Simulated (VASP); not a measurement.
# Ca (Fd-3m) in VASP: a series of runs, part 2 of 2

VASP 6.6.1. The steps go on from the part before.

**3. Relaxation of cell and atoms, LDA**

This run uses another cell than the first one, of 56.62 Å³/atom, 0.801 times its volume.

File INCAR:

```
  PREC = Accurate
  ENCUT = 600
  EDIFF = 1E-7
  ISMEAR = -1
  SIGMA = 0.1
  LREAL = False
  LASPH = True
  NELM = 60
  ALGO = Normal
  ISIF = 3
  LWAVE = False
  LCHARG = False
  IBRION = 2
  NSW = 80
  EDIFFG = -0.01
```

File KPOINTS:

```
Automatic mesh
0
Gamma
  4 4 4
```

File POSCAR:

```
Ca
1.0
    0.0000000000      3.8400000000      3.8400000000
    3.8400000000      0.0000000000      3.8400000000
    3.8400000000      3.8400000000      0.0000000000
Ca
2
Direct
    0.0000000000      0.0000000000      0.0000000000
    0.2500000000      0.2500000000      0.2500000000
```

Potentials or basis: VASP PAW LDA potentials, release 64 (Ca_sv).

Started as:

```bash
cat potpaw_LDA.64/Ca_sv/POTCAR > POTCAR
mpirun -np 1 vasp_std > vasp.out
```

OUTCAR:

```text
PREC = Accurate
   ENCUT = 600
   EDIFF = 1E-7
   ISMEAR = -1
   LREAL = False
   LASPH = True
   NELM = 60
   ISIF = 3
   IBRION = 2
   NSW = 80
   EDIFFG = -0.01

 ion  position               nearest neighbor table
   1  0.000  0.000  0.000-
   2  0.250  0.250  0.250-

  LATTYP: Found a face centered cubic cell.
 ALAT       =     7.6800000000

  Lattice vectors:

 A1 = (   0.0000000000,   3.8400000000,   3.8400000000)
 A2 = (   3.8400000000,   0.0000000000,   3.8400000000)
 A3 = (   3.8400000000,   3.8400000000,   0.0000000000)

Analysis of symmetry for initial positions (statically):
=====================================================================
 Subroutine PRICEL returns:
 Original cell was already a primitive cell.

 Routine SETGRP: Setting up the symmetry group for a
 face centered cubic supercell.
[... 162 lines left out ...]
  in kB       10.2372926     10.2372926     10.2372926      0.0000000      0.0000000     -0.0000000
  external PRESSURE =      10.2372926 kB  Pullay stress =       0.0000000 kB
[... 59 lines left out ...]
--------------------------------------- Ionic step        3  -------------------------------------------

 number of electron      20.0000000 magnetization

 Free energy of the ion-electron system (eV)
  ---------------------------------------------------
  ext. energy  EPLUGINS =         0.00000000
  ---------------------------------------------------
  free energy    TOTEN  =        -2.19084319 eV

  energy without entropy =       -2.06714143  energy(sigma->0) =       -2.12899231

 E-fermi :   0.0875     XC(G=0):  -6.3293

 val. band max:        0.0004194872   @ k =  -0.2500   0.5000   0.2500
 cond. band min:       0.2074321300   @ k =   0.5000   0.5000   0.0000
 fundamental gap:      0.2070126428
 Fermi energy:         0.0875387253

 k-point     1 :       0.0000    0.0000    0.0000
  band No.  band energies     occupation
      1     -42.4048      2.00000
      2     -42.3730      2.00000
      3     -23.7057      2.00000
      4     -23.7057      2.00000
      5     -23.7057      2.00000
      6     -23.6081      2.00000
      7     -23.6081      2.00000
      8     -23.6081      2.00000
      9      -3.0643      2.00000
     10       0.7264      0.00336
     11       0.7264      0.00336
     12       0.7264      0.00336
     13       0.8868      0.00068
     14       0.8868      0.00068
[... 146 lines left out ...]
  FREE ENERGIE OF THE ION-ELECTRON SYSTEM (eV)
  ---------------------------------------------------
  free  energy   TOTEN  =        -2.1908431897 eV

  energy  without entropy=       -2.0671414317  energy(sigma->0) =       -2.12899231

 reached required accuracy - stopping structural energy minimisation
```

CONTCAR:

```text
Ca
   1.00000000000000
     0.0000000000000000    4.1080961735160146    4.1080961735160146
     4.1080961735160146    0.0000000000000000    4.1080961735160146
     4.1080961735160146    4.1080961735160146    0.0000000000000000
  Ca
     2
Direct
     0.0000000000000000    0.0000000000000000    0.0000000000000000
     0.2500000000000000    0.2500000000000000    0.2500000000000000

  0.00000000E+00  0.00000000E+00  0.00000000E+00
  0.00000000E+00  0.00000000E+00  0.00000000E+00
```

Run time: 78 s. Hardware: 1 thread of Intel Xeon 6975P-C, shared host; peak memory 0.25 GiB.

What came out:

* Free energy: -2.1908 eV
* Relaxed volume: 69.33 Å³/atom
* Relaxed cell: a = 5.810 Å, b = 5.810 Å, c = 5.810 Å, α = 60.00°, β = 60.00°, γ = 60.00°
* Space group after relaxing (to 0.05 Å): Fd-3m (No. 227)
* Energy gained by relaxing: 37.7 meV/atom
* Ionic steps: 3
* Pressure after relaxing: 0.0 GPa
* Band gap on the k mesh: zero (band 10 reaches 0.73 eV, above the bottom of band 11 at 0.00 eV)

Step by step:
```tsv
step	energy change (eV)	largest force (eV/Å)	pressure (GPa)	volume (Å³)
1	0.0000	0.0000	1.02	113.25
2	-0.0330	0.0000	0.73	119.28
3	-0.0754	0.0000	0.01	138.66
```

Final structure:
```
Ca
1.0
     0.00000    4.10810    4.10810
     4.10810    0.00000    4.10810
     4.10810    4.10810    0.00000
Ca
2
Direct
  0.00000 0.00000 0.00000
  0.25000 0.25000 0.25000
```

Caveat: the volume moved by over 15 % at a fixed basis, so the end points are rough.

**4. Relaxation of cell and atoms, LDA**

This run uses another cell than the first one, of 69.33 Å³/atom, 0.980 times its volume.

File INCAR:

```
SYSTEM = Ca
ALGO = Normal
EDIFF = 1E-7
EDIFFG = -0.01
ENCUT = 600
GGA = CA
IBRION = 2
ISIF = 3
ISMEAR = -1
LASPH = .True.
LCHARG = .False.
LREAL = .False.
LWAVE = .False.
NELM = 60
NSW = 80
PREC = Accurate
SIGMA = 0.1
```

File KPOINTS:

```
k-points
0
Gamma
  4 4 4
  0 0 0
```

File POSCAR:

```
Ca
1.0
    0.0000000000      4.1080851241      4.1080851241
    4.1080851241      0.0000000000      4.1080851241
    4.1080851241      4.1080851241      0.0000000000
Ca
2
Direct
    0.0000000000      0.0000000000      0.0000000000
    0.2500000000      0.2500000000      0.2500000000
```

Started as:

```bash
cat potpaw_LDA.64/Ca_sv/POTCAR > POTCAR
mpirun -np 1 vasp_std > vasp.out
```

Run time: 31 s. Hardware: 1 thread of Intel Xeon 6975P-C, shared host; peak memory 0.24 GiB.

Results (log left out):

| Item | Value |
| --- | --- |
| Free energy | -2.1930 eV |
| Pressure after relaxing | 0.0 GPa |
| Band gap on the k mesh | zero (band 10 reaches 0.73 eV, above the bottom of band 11 at 0.00 eV) |

Final structure:
```xyz
2
Lattice="0.0000 4.1081 4.1081 4.1081 0.0000 4.1081 4.1081 4.1081 0.0000" Properties=species:S:1:pos:R:3 pbc="T T T"
Ca    0.0000    0.0000    0.0000
Ca    2.0540    2.0540    2.0540
```

Levels at points of the mesh, in eV from the Fermi level:
| k point | band 6 | band 7 | band 8 | band 9 | band 10 | band 11 | band 12 | band 13 | band 14 |
| --- | --- | --- | --- | --- | --- | --- | --- | --- | --- |
| (0.00, 0.00, 0.00) | -23.70 | -23.70 | -23.70 | -3.15 | 0.64 | 0.64 | 0.64 | 0.80 | 0.80 |
| (0.50, 0.00, 0.00) | -23.70 | -23.69 | -23.69 | -1.90 | -0.86 | 0.68 | 0.68 | 0.70 | 0.82 |
| (0.50, 0.50, 0.00) | -23.75 | -23.68 | -23.68 | -1.01 | -1.01 | 0.12 | 0.12 | 0.87 | 0.87 |

Caveat: the relaxation stopped at its first step, so nothing moved.

**5. Single point, LDA**

This run uses another cell than the first one, of 67.94 Å³/atom, 0.961 times its volume.

File INCAR:

```
ALGO = Normal ; EDIFF = 1E-7
ENCUT = 520 ; GGA = CA
ISIF = 2 ; ISMEAR = -1
LASPH = True ; LCHARG = True
LELF = True ; LREAL = False
LVHAR = True ; LWAVE = False
NBANDS = 17 ; NELM = 80
PREC = Accurate ; SIGMA = 0.1
```

File KPOINTS:

```
k-points
0
Gamma
  4 4 4
```

File POSCAR:

```
Ca
1.0
    0.0000000000      4.0805132522      4.0805132522
    4.0805132522      0.0000000000      4.0805132522
    4.0805132522      4.0805132522      0.0000000000
Ca
2
Direct
    0.0000000000      0.0000000000      0.0000000000
    0.2500000000      0.2500000000      0.2500000000
```

Started as:

```bash
cat potpaw_LDA.64/Ca_sv/POTCAR > POTCAR
mpirun -np 1 vasp_std > vasp.out
```

It took 41 s on 1 thread of Intel Xeon 8259CL, shared host; peak memory 0.24 GiB.

Results (log left out):

```
Free energy            : -2.1917 eV
Pressure               : 0.1 GPa
Band gap on the k mesh : zero (band 10 reaches 0.78 eV, above the bottom of band 11 at 0.04 eV)
```

Levels at points of the mesh, in eV from the Fermi level:
| k point | band 6 | band 7 | band 8 | band 9 | band 10 | band 11 | band 12 | band 13 | band 14 | band 15 |
| --- | --- | --- | --- | --- | --- | --- | --- | --- | --- | --- |
| (0.00, 0.00, 0.00) | -23.67 | -23.67 | -23.67 | -3.18 | 0.65 | 0.65 | 0.65 | 0.80 | 0.80 | 1.49 |
| (0.50, 0.00, 0.00) | -23.67 | -23.66 | -23.66 | -1.90 | -0.86 | 0.67 | 0.67 | 0.71 | 0.84 | 0.84 |
| (0.50, 0.50, 0.00) | -23.72 | -23.65 | -23.65 | -1.00 | -1.00 | 0.11 | 0.11 | 0.89 | 0.89 | 1.61 |

**6. The runs side by side**

| task | cell | cutoff (eV) | gap on the mesh (eV) | pressure (GPa) |
| --- | --- | --- | --- | --- |
| single point | a = 5.848 Å, angles 60.0°, 2 atoms | 520 | none | -0.1 |
| relaxation of cell and atoms | relaxed from a = 5.431 Å, angles 60.0°, 2 atoms | 600 | none | 0.0 |
| relaxation of cell and atoms | relaxed from a = 5.810 Å, angles 60.0°, 2 atoms | 600 | none | 0.0 |
| single point | a = 5.771 Å, angles 60.0°, 2 atoms | 520 | none | 0.1 |

Alike in all rows: level LDA; potentials or basis VASP PAW LDA potentials, release 64 (Ca_sv); no spin polarisation; k mesh 4 × 4 × 4; smearing fermi-dirac 0.1 eV.

Caveats: the volume moved by over 15 % at a fixed basis, so the end points are rough (some runs); the relaxation stopped at its first step, so nothing moved (some runs).

Total energies depend on the potentials used, so only differences within one code and one set of settings carry meaning.
